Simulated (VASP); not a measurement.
W2N, 9 atoms in the cell. Symmetry: P-3m1, No. 164, trigonal system. The conventional cell has a = 3.027 Å, b = 3.027 Å, c = 16.056 Å, α = 90.00°, β = 90.00°, γ = 120.00°. W (site symmetry 3m) has 3 N at 2.12 Å and 1 W at 2.44 Å within 2.8 Å. W (site symmetry 3m) has 1 N at 1.80 Å and 1 W at 2.49 Å within 2.5 Å. W (site symmetry 3m) has 3 N at 2.19 Å and 1 W at 2.49 Å within 2.9 Å. N (site symmetry -3m) has 6 W at 2.19 Å within 2.9 Å. Within 2.4 Å of N (site symmetry 3m) lie 4 W at 1.80 to 2.12 Å.  This cell differs from its parent crystal: strain +0.080 along x and y, -0.080 along z.

| Quantity | Value |
| --- | --- |
| Program | VASP 6.6.1 |
| Task | single point |
| Functional | PBEsol |
| Potentials or basis | VASP PAW PBE potentials, release 64 (W_sv, N) |
| Cutoff | 520 eV |
| k mesh | 18 × 18 × 4 |
| Occupations | gaussian, width 0.15 eV |
| Spin | no spin polarisation |
| Dipole correction | no |
| Further INCAR settings | ALGO = Normal; EDIFF = 1e-06; NBANDS = 60 |

Potentials or basis: VASP PAW PBE potentials, release 64 (W_sv, N).

Run with:

```bash
$ cat potpaw_PBE.64/W_sv/POTCAR potpaw_PBE.64/N/POTCAR > POTCAR
$ mpirun -np 1 vasp_std > vasp.out
```

Hardware: 1 thread of Intel(R) Xeon(R) 6975P-C (Granite Rapids), with other jobs on the host.

Q: Estimate the wall time of this run.

A: Wall time 11 min on 1 thread of Intel(R) Xeon(R) 6975P-C (Granite Rapids) (shared host), peak memory 0.77 GiB. Counts: scf iterations 18, k points 138.
